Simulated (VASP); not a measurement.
# Ru (Fm-3m) in VASP: further runs

Ru is run at these levels: PBE; tasks: single point.

Everything below comes from runs of VASP 6.6.1. Logs are shortened: lines on timing, memory, paths and dates and some standing lists are left out, and cuts for length are marked.

## Step 1: The cell of the first run

The structure is cubic, space group Fm-3m (No. 225). Conventional cell: a = 3.752 Å, b = 3.752 Å, c = 3.752 Å, α = 90.00°, β = 90.00°, γ = 90.00°. Within 3.5 Å of Ru (site symmetry m-3m) lie 12 Ru at 2.65 Å.

## Step 2: Single point, PBE (volume scaled by 0.9405)

Contents of INCAR:

```
SYSTEM = Ru
PREC = Accurate
ENCUT = 520
EDIFF = 1E-7
ISMEAR = -1
SIGMA = 0.05
LREAL = .False.
LASPH = .True.
NELM = 60
ALGO = Normal
ISIF = 2
LWAVE = .False.
LCHARG = .False.
GGA = PE
NBANDS = 13
```

Contents of KPOINTS:

```
regular mesh
0
Gamma
  16 16 16
  0 0 0
```

Contents of POSCAR:

```
Ru
1.0
    0.0000000000      1.8762399469      1.8762399469
    1.8762399469      0.0000000000      1.8762399469
    1.8762399469      1.8762399469      0.0000000000
Ru
1
Direct
    0.0000000000      0.0000000000      0.0000000000
```

Potentials or basis: VASP PAW PBE potentials, release 64 (Ru_pv).

Launch:

```console
> cat potpaw_PBE.64/Ru_pv/POTCAR > POTCAR
> mpirun -np 1 vasp_std > vasp.out
```

OUTCAR:

```text
SYSTEM = Ru
   PREC = Accurate
   ENCUT = 520
   EDIFF = 1E-7
   ISMEAR = -1
   LREAL = .False.
   LASPH = .True.
   NELM = 60
   ISIF = 2
   GGA = PE

 ion  position               nearest neighbor table
   1  0.000  0.000  0.000-

  LATTYP: Found a face centered cubic cell.
 ALAT       =     3.7524798938

  Lattice vectors:

 A1 = (   0.0000000000,   1.8762399469,   1.8762399469)
 A2 = (   1.8762399469,   0.0000000000,   1.8762399469)
 A3 = (   1.8762399469,   1.8762399469,   0.0000000000)

Analysis of symmetry for initial positions (statically):
=====================================================================
 Subroutine PRICEL returns:
 Original cell was already a primitive cell.

 Routine SETGRP: Setting up the symmetry group for a
 face centered cubic supercell.

 Subroutine GETGRP returns: Found 48 space group operations
 (whereof 48 operations were pure point group operations)
 out of a pool of 48 trial point group operations.

The static configuration has the point symmetry O_h .

Analysis of symmetry for dynamics (positions and initial velocities):
=====================================================================
 Subroutine PRICEL returns:
 Original cell was already a primitive cell.

 Routine SETGRP: Setting up the symmetry group for a
 face centered cubic supercell.

 Subroutine GETGRP returns: Found 48 space group operations
 (whereof 48 operations were pure point group operations)
 out of a pool of 48 trial point group operations.

The dynamic configuration has the point symmetry O_h .

 Subroutine INISYM returns: Found 48 space group operations
 (whereof 48 operations are pure point group operations),
 and found     1 'primitive' translations

----------------------------------------------------------------------------------------

                                     Primitive cell

  volume of cell :      13.2098

  direct lattice vectors                    reciprocal lattice vectors
     0.000000000  1.876239947  1.876239947    -0.266490435  0.266490435  0.266490435
     1.876239947  0.000000000  1.876239947     0.266490435 -0.266490435  0.266490435
     1.876239947  1.876239947  0.000000000     0.266490435  0.266490435 -0.266490435

  length of vectors
     2.653403979  2.653403979  2.653403979     0.461574974  0.461574974  0.461574974

  position of ions in fractional coordinates (direct lattice)
     0.000000000  0.000000000  0.000000000

  ion indices of the primitive-cell ions
   primitive index   ion index
                 1           1

----------------------------------------------------------------------------------------

 KPOINTS: regular mesh

Automatic generation of k-mesh.
 Grid dimensions read from file:
 generate k-points for:   16   16   16

 Generating k-lattice:

  Cartesian coordinates                     Fractional coordinates (reciprocal lattice)
    -0.016655652  0.016655652  0.016655652     0.062500000  0.000000000  0.000000000
     0.016655652 -0.016655652  0.016655652     0.000000000  0.062500000  0.000000000
     0.016655652  0.016655652 -0.016655652     0.000000000  0.000000000  0.062500000

  Length of vectors
     0.028848436  0.028848436  0.028848436

  Shift w.r.t. Gamma in fractional coordinates (k-lattice)
     0.000000000  0.000000000  0.000000000

 Subroutine IBZKPT returns following result:
 ===========================================

 Found    145 irreducible k-points:

 Following reciprocal coordinates:
            Coordinates               Weight
  0.000000  0.000000  0.000000      1.000000
  0.062500  0.000000  0.000000      8.000000
  0.125000  0.000000  0.000000      8.000000
  0.187500  0.000000  0.000000      8.000000
  0.250000  0.000000  0.000000      8.000000
  0.312500  0.000000  0.000000      8.000000
[... 16 lines left out ...]
 -0.125000  0.062500  0.000000     24.000000
 -0.062500  0.062500  0.000000     12.000000
 [... further k-points ...]
   k-points           NKPTS =    145   k-points in BZ     NKDIM =    145   number of bands    NBANDS=     13
   number of dos      NEDOS =    301   number of ions     NIONS =      1
   total plane-waves  NPLWV =   8000
   dimension x,y,z NGX =    20 NGY =   20 NGZ =   20
   dimension x,y,z NGXF=    40 NGYF=   40 NGZF=   40
   ions per type =               1
   NGX,Y,Z   is equivalent  to a cutoff of  12.53, 12.53, 12.53 a.u.
   NGXF,Y,Z  is equivalent  to a cutoff of  25.06, 25.06, 25.06 a.u.
 SYSTEM =  Ru
   PREC   = accura    normal or accurate (medium, high low for compatibility)
   ISTART =      0    job   : 0-new  1-cont  2-samecut
   ICHARG =      2    charge: 1-file 2-atom 10-const
   ISPIN  =      1    spin polarized calculation?
   LNONCOLLINEAR =      F non collinear calculations
   LSORBIT =      F    spin-orbit coupling
   LASPH  =      T    aspherical Exc in radial PAW
   ENCUT  =  520.0 eV  38.22 Ry    6.18 a.u.   4.93  4.93  4.93*2*pi/ulx,y,z
   NELM   =     60;   NELMIN=  2; NELMDL= -5     # of ELM steps
   EDIFF  = 0.1E-06   stopping-criterion for ELM
   LREAL  =      F    real-space projection
   EDIFFG = 0.1E-05   stopping-criterion for IOM
   NSW    =      0    number of steps for IOM
   IBRION =     -1    ionic relax: 0-MD 1-quasi-New 2-CG
   NFREE  =      0    steps in history (QN), initial steepest desc. (CG)
   ISIF   =      2    stress and relaxation
   ISYM   =      2    0-nonsym 1-usesym 2-fastsym
   POTIM  = 0.5000    time-step for ionic-motion
   TEBEG  =    0.0;   TEEND  =   0.0 temperature during run
   PSTRESS=    0.0 pullay stress
   NELECT =      14.0000    total number of electrons
   NUPDOWN=      -1.0000    fix difference up-down
   EMIN   =  10.00;   EMAX   =-10.00  energy-range for DOS
   EFERMI =   0.00;   METHOD = LEGACY
   ISMEAR =    -1;   SIGMA  =   0.05  broadening in eV -4-tet -1-fermi 0-gaus
   EFERMI_NEDOS =   21; number of points for ismear=-14 and -15
   IALGO  =     38    algorithm
   IMIX   =      4    mixing-type and parameters
     AMIX     =   0.40;   BMIX     =  1.00
     AMIX_MAG =   1.60;   BMIX_MAG =  1.00
  volume/ion in A,a.u.               =      13.21        89.14
  Fermi-wavevector in a.u.,A,eV,Ry     =   1.669113  3.154167 37.905001  2.785939
  Thomas-Fermi vector in A             =   2.754843
   LORBIT       =      0    0 simple, 1 ext, 2 COOP (PROOUT), +10 PAW based schemes
   GGA     = PE    functional components
   LHFCALC =     F    Hartree Fock is set to
   AEXX    =    0.0000 exact exchange contribution
   IVDW    =     0    specifies the selected vdW correction
   LEPSILON=     F    determine dielectric tensor
   LRPA    =     F    only Hartree local field effects (RPA)
 non-spin polarized calculation
  energy-cutoff  :      520.00
  volume of cell :       13.21
 maximum number of plane-waves:       366
   NGX =  9   NGY =  9   NGZ =  9

 number of electron      14.0000005 magnetization

 Free energy of the ion-electron system (eV)
  ---------------------------------------------------
  ext. energy  EPLUGINS =         0.00000000
  ---------------------------------------------------
  free energy    TOTEN  =        -9.09481695 eV

  energy without entropy =       -9.08569598  energy(sigma->0) =       -9.09025646

 E-fermi :  13.3008     XC(G=0): -14.2896

 val. band max:       13.2935023523   @ k =   0.2500   0.0000   0.0000
 cond. band min:      13.3075304018   @ k =  -0.2500   0.2500   0.0625
 fundamental gap:      0.0140280495
 Fermi energy:        13.3008125251

 k-point     1 :       0.0000    0.0000    0.0000
  band No.  band energies     occupation
      1     -29.1712      2.00000
      2     -29.1712      2.00000
      3     -29.1712      2.00000
      4       5.1947      2.00000
      5      10.5701      2.00000
      6      10.5701      2.00000
      7      10.5701      2.00000
      8      13.1291      1.93746
      9      13.1291      1.93746
     10      23.7663      0.00000
     11      28.2895      0.00000
     12      34.1947      0.00000
     13      34.1947      0.00000

 k-point     2 :       0.0625    0.0000    0.0000
  band No.  band energies     occupation
      1     -29.2182      2.00000
      2     -29.1773      2.00000
      3     -29.1773      2.00000
      4       5.3667      2.00000
      5      10.4786      2.00000
      6      10.6431      2.00000
      7      10.6431      2.00000
      8      13.0812      1.97554
      9      13.0812      1.97554
     10      23.7663      0.00000
     11      28.5834      0.00000
     12      33.3808      0.00000
     13      34.4787      0.00000

 k-point     3 :       0.1250    0.0000    0.0000
  band No.  band energies     occupation
      1     -29.3507      2.00000
      2     -29.1945      2.00000
      3     -29.1945      2.00000
      4       5.8487      2.00000
      5      10.2635      2.00000
      6      10.8251      2.00000
      7      10.8251      2.00000
      8      12.9874      1.99621
      9      12.9874      1.99621
     10      23.7663      0.00000
     11      29.3650      0.00000
     12      31.8046      0.00000
     13      35.3010      0.00000
[... 305 lines left out ...]
 k-point    23 :      -0.1250    0.0625    0.0000
  band No.  band energies     occupation
      1     -29.4290      2.00000
      2     -29.2384      2.00000
      3     -29.1934      2.00000
      4       6.2008      2.00000
      5      10.0652      2.00000
      6      10.9558      2.00000
      7      10.9900      2.00000
      8      12.6680      1.99999
      9      13.2385      1.55311
     10      23.7663      0.00000
     11      29.9137      0.00000
     12      31.2560      0.00000
     13      34.9571      0.00000

 k-point    24 :      -0.0625    0.0625    0.0000
  band No.  band energies     occupation
      1     -29.2839      2.00000
      2     -29.2045      2.00000
      3     -29.1793      2.00000
      4       5.6439      2.00000
      5      10.3111      2.00000
      6      10.7428      2.00000
      7      10.8009      2.00000
      8      12.8794      1.99956
      9      13.1518      1.90342
     10      23.7663      0.00000
     11      29.0473      0.00000
     12      32.6091      0.00000
     13      34.4316      0.00000

 [... further k-points ...]
[... 5 lines left out ...]
  --------------------------------------------------------------------------------------
  -------------------------------------------------------------------------------------
  Total        1.3025447      1.3025447      1.3025447     -0.0000000     -0.0000000     -0.0000000
  in kB      157.9821777    157.9821777    157.9821777     -0.0000000     -0.0000000     -0.0000000
  external PRESSURE =     157.9821777 kB  Pullay stress =       0.0000000 kB

 VOLUME and BASIS-vectors are now :
 -----------------------------------------------------------------------------
  energy-cutoff  :      520.00
  volume of cell :       13.21
      direct lattice vectors                 reciprocal lattice vectors
     0.000000000  1.876239947  1.876239947    -0.266490435  0.266490435  0.266490435
     1.876239947  0.000000000  1.876239947     0.266490435 -0.266490435  0.266490435
     1.876239947  1.876239947  0.000000000     0.266490435  0.266490435 -0.266490435

 POSITION                                       TOTAL-FORCE (eV/Angst)
 -----------------------------------------------------------------------------------
      0.00000      0.00000      0.00000        -0.000000      0.000000     -0.000000
 -----------------------------------------------------------------------------------
    total drift:                               -0.000000     -0.000000     -0.000000

  FREE ENERGIE OF THE ION-ELECTRON SYSTEM (eV)
  ---------------------------------------------------
  free  energy   TOTEN  =        -9.0948169485 eV

  energy  without entropy=       -9.0856959756  energy(sigma->0) =       -9.09025646
```

Run time: 14 s. Hardware: 1 thread of AMD EPYC 9R45 (Zen 5), shared host; peak memory 0.11 GiB.

Results:

```
Free energy            : -9.0948 eV
Pressure               : 15.8 GPa
Band gap on the k mesh : zero (band 7 reaches 15.62 eV, above the bottom of band 8 at 11.86 eV)
```

Levels at points of the mesh, in eV from the Fermi level:
```tsv
k point	band 5	band 6	band 7	band 8	band 9	band 10
(0.00, 0.00, 0.00)	-2.73	-2.73	-2.73	-0.17	-0.17	10.47
(0.50, 0.00, 0.00)	-2.86	-2.86	1.02	1.78	1.78	10.38
(0.50, 0.50, 0.00)	-6.19	1.74	2.32	2.32	3.73	10.46
```

## Step 3: Single point, PBE (volume scaled by 0.97)

INCAR, as its differences from that of step 2:

```diff
@@ -3,3 +3,3 @@
 ENCUT = 520
-EDIFF = 1E-7
+EDIFF = 1E-6
 ISMEAR = -1
```

Contents of KPOINTS:

```
Automatic mesh
0
Gamma
  16 16 16
  0 0 0
```

Contents of POSCAR:

```
Ru
1.0
    0.0000000000      1.8956552431      1.8956552431
    1.8956552431      0.0000000000      1.8956552431
    1.8956552431      1.8956552431      0.0000000000
Ru
1
Direct
    0.0000000000      0.0000000000      0.0000000000
```

Potentials or basis: VASP PAW PBE potentials, release 64 (Ru_pv).

Launch:

```console
> cat potpaw_PBE.64/Ru_pv/POTCAR > POTCAR
> mpirun -np 1 vasp_std > vasp.out
```

OUTCAR:

```text
SYSTEM = Ru
   PREC = Accurate
   ENCUT = 520
   EDIFF = 1E-6
   ISMEAR = -1
   LREAL = .False.
   LASPH = .True.
   NELM = 60
   ISIF = 2
   GGA = PE

 ion  position               nearest neighbor table
   1  0.000  0.000  0.000-

  LATTYP: Found a face centered cubic cell.
 ALAT       =     3.7913104862

  Lattice vectors:

 A1 = (   0.0000000000,   1.8956552431,   1.8956552431)
 A2 = (   1.8956552431,   0.0000000000,   1.8956552431)
 A3 = (   1.8956552431,   1.8956552431,   0.0000000000)

Analysis of symmetry for initial positions (statically):
=====================================================================
 Subroutine PRICEL returns:
 Original cell was already a primitive cell.

 Routine SETGRP: Setting up the symmetry group for a
 face centered cubic supercell.

 Subroutine GETGRP returns: Found 48 space group operations
 (whereof 48 operations were pure point group operations)
 out of a pool of 48 trial point group operations.

The static configuration has the point symmetry O_h .

Analysis of symmetry for dynamics (positions and initial velocities):
=====================================================================
 Subroutine PRICEL returns:
 Original cell was already a primitive cell.

 Routine SETGRP: Setting up the symmetry group for a
 face centered cubic supercell.

 Subroutine GETGRP returns: Found 48 space group operations
 (whereof 48 operations were pure point group operations)
 out of a pool of 48 trial point group operations.

The dynamic configuration has the point symmetry O_h .

 Subroutine INISYM returns: Found 48 space group operations
 (whereof 48 operations are pure point group operations),
 and found     1 'primitive' translations

----------------------------------------------------------------------------------------

                                     Primitive cell

[... 112 lines left out ...]
   LORBIT       =      0    0 simple, 1 ext, 2 COOP (PROOUT), +10 PAW based schemes
   GGA     = PE    functional components
   LHFCALC =     F    Hartree Fock is set to
   AEXX    =    0.0000 exact exchange contribution
   IVDW    =     0    specifies the selected vdW correction
   LEPSILON=     F    determine dielectric tensor
   LRPA    =     F    only Hartree local field effects (RPA)
 non-spin polarized calculation
  energy-cutoff  :      520.00
  volume of cell :       13.62
 maximum number of plane-waves:       380
   NGX =  9   NGY =  9   NGZ =  9

 number of electron      14.0000005 magnetization

 Free energy of the ion-electron system (eV)
  ---------------------------------------------------
  ext. energy  EPLUGINS =         0.00000000
  ---------------------------------------------------
  free energy    TOTEN  =        -9.12132840 eV

  energy without entropy =       -9.11183575  energy(sigma->0) =       -9.11658207

 E-fermi :  12.7297     XC(G=0): -14.0972

 val. band max:       12.7255444374   @ k =   0.2500   0.0000   0.0000
 cond. band min:      12.7405460483   @ k =  -0.2500   0.2500   0.0625
 fundamental gap:      0.0150016109
 Fermi energy:        12.7297196944

 k-point     1 :       0.0000    0.0000    0.0000
  band No.  band energies     occupation
      1     -29.7374      2.00000
      2     -29.7374      2.00000
      3     -29.7374      2.00000
      4       4.8073      2.00000
      5      10.1235      2.00000
      6      10.1235      2.00000
      7      10.1235      2.00000
      8      12.5625      1.93179
      9      12.5625      1.93179
     10      23.2309      0.00000
     11      27.7489      0.00000
     12      33.4790      0.00000
     13      33.4790      0.00000
[... 354 lines left out ...]
  band No.  band energies     occupation
      1     -29.8387      2.00000
      2     -29.7674      2.00000
      3     -29.7448      2.00000
      4       5.2426      2.00000
      5       9.8774      2.00000
      6      10.2893      2.00000
      7      10.3438      2.00000
      8      12.3273      1.99936
      9      12.5853      1.89451
     10      23.2309      0.00000
     11      28.4681      0.00000
     12      31.9046      0.00000
     13      33.6842      0.00000

 [... further k-points ...]

------------------------ aborting loop because EDIFF is reached ----------------------------------------

  FORCE on cell =-STRESS in cart. coord.  units (eV):
  Direction    XX          YY          ZZ          XY          YZ          ZX
  --------------------------------------------------------------------------------------
  -------------------------------------------------------------------------------------
  Total        0.4096083      0.4096083      0.4096083      0.0000000      0.0000000      0.0000000
  in kB       48.1694017     48.1694017     48.1694017      0.0000000      0.0000000      0.0000000
  external PRESSURE =      48.1694017 kB  Pullay stress =       0.0000000 kB

 VOLUME and BASIS-vectors are now :
 -----------------------------------------------------------------------------
  energy-cutoff  :      520.00
  volume of cell :       13.62
      direct lattice vectors                 reciprocal lattice vectors
     0.000000000  1.895655243  1.895655243    -0.263761041  0.263761041  0.263761041
     1.895655243  0.000000000  1.895655243     0.263761041 -0.263761041  0.263761041
     1.895655243  1.895655243  0.000000000     0.263761041  0.263761041 -0.263761041

 POSITION                                       TOTAL-FORCE (eV/Angst)
 -----------------------------------------------------------------------------------
      0.00000      0.00000      0.00000        -0.000000     -0.000000     -0.000000
 -----------------------------------------------------------------------------------
    total drift:                               -0.000000     -0.000000     -0.000000

  FREE ENERGIE OF THE ION-ELECTRON SYSTEM (eV)
  ---------------------------------------------------
  free  energy   TOTEN  =        -9.1213284007 eV

  energy  without entropy=       -9.1118357467  energy(sigma->0) =       -9.11658207
```

OSZICAR:

```text
N       E                     dE             d eps       ncg     rms          rms(c)
DAV:   1     0.105891186033E+03    0.10589E+03   -0.84181E+03  3794   0.114E+03
DAV:   2    -0.851713752602E+01   -0.11441E+03   -0.10971E+03  4055   0.325E+02
DAV:   3    -0.978323957524E+01   -0.12661E+01   -0.12614E+01  4270   0.374E+01
DAV:   4    -0.978698197905E+01   -0.37424E-02   -0.37423E-02  4100   0.219E+00
DAV:   5    -0.978700625396E+01   -0.24275E-04   -0.24274E-04  4305   0.161E-01    0.125E+01
DAV:   6    -0.916900716883E+01    0.61800E+00   -0.98443E-01  3830   0.131E+01    0.336E+00
DAV:   7    -0.912541783078E+01    0.43589E-01   -0.75981E-02  4160   0.341E+00    0.834E-01
DAV:   8    -0.912132758744E+01    0.40902E-02   -0.40015E-03  3820   0.846E-01    0.163E-01
DAV:   9    -0.912132547568E+01    0.21118E-05   -0.73319E-05  4300   0.117E-01    0.242E-02
DAV:  10    -0.912132823087E+01   -0.27552E-05   -0.28725E-06  3880   0.189E-02    0.395E-03
DAV:  11    -0.912132840067E+01   -0.16980E-06   -0.79141E-08  2075   0.359E-03
   1 F= -.91213284E+01 E0= -.91165821E+01  d E =-.949265E-02
```

Run time: 13 s. Hardware: 1 thread of AMD EPYC 9R45 (Zen 5), shared host; peak memory 0.11 GiB.

Results:

```
Free energy            : -9.1213 eV
Pressure               : 4.8 GPa
Band gap on the k mesh : zero (band 7 reaches 14.94 eV, above the bottom of band 8 at 11.36 eV)
```

Levels at points of the mesh, in eV from the Fermi level:
| k point | band 4 | band 5 | band 6 | band 7 | band 8 | band 9 | band 10 | band 11 |
| --- | --- | --- | --- | --- | --- | --- | --- | --- |
| (0.00, 0.00, 0.00) | -7.92 | -2.61 | -2.61 | -2.61 | -0.17 | -0.17 | 10.50 | 15.02 |
| (0.50, 0.00, 0.00) | -6.08 | -2.73 | -2.73 | 0.99 | 1.69 | 1.69 | 10.01 | 10.51 |
| (0.50, 0.50, 0.00) | -6.40 | -5.92 | 1.65 | 2.21 | 2.21 | 3.62 | 10.50 | 13.42 |

(Continued in part 2 of 2.)
